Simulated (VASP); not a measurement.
A run of VASP 6.6.1 is set up as follows.

The input INCAR:

```
PREC = Accurate
ENCUT = 520
EDIFF = 1E-6
ISMEAR = 0
SIGMA = 0.15
LREAL = F
LASPH = T
NELM = 100
ALGO = Normal
ISIF = 2
LWAVE = F
LCHARG = F
GGA = PE
NBANDS = 14
```

File KPOINTS:

```
Automatic mesh
0
Gamma
  18 18 18
```

The input POSCAR:

```
ZrB
1.0
    0.0000000000      2.3250000000      2.3250000000
    2.3250000000      0.0000000000      2.3250000000
    2.3250000000      2.3250000000      0.0000000000
Zr B
1 1
Direct
    0.0403225806     -0.0403225806      0.0403225806
    0.5000000000      0.5000000000      0.5000000000
```

Potentials or basis: VASP PAW PBE potentials, release 64 (Zr_sv, B).

Run with:

```console
$ cat potpaw_PBE.64/Zr_sv/POTCAR potpaw_PBE.64/B/POTCAR > POTCAR
$ mpirun -np 1 vasp_std > vasp.out
```

(1) What does it give for the largest force?

(2) Predict the pressure.

Answers

(1) 2.174 eV/Å.

(2) 37.1 GPa.

Caveat: the cell differs from its parent crystal (all Zr atoms moved +0.188 Å, as atom 1 along Cartesian [0 1 0]); forces of over 1 eV/Å act on the atoms, so gaps and moduli don't describe the material at rest.
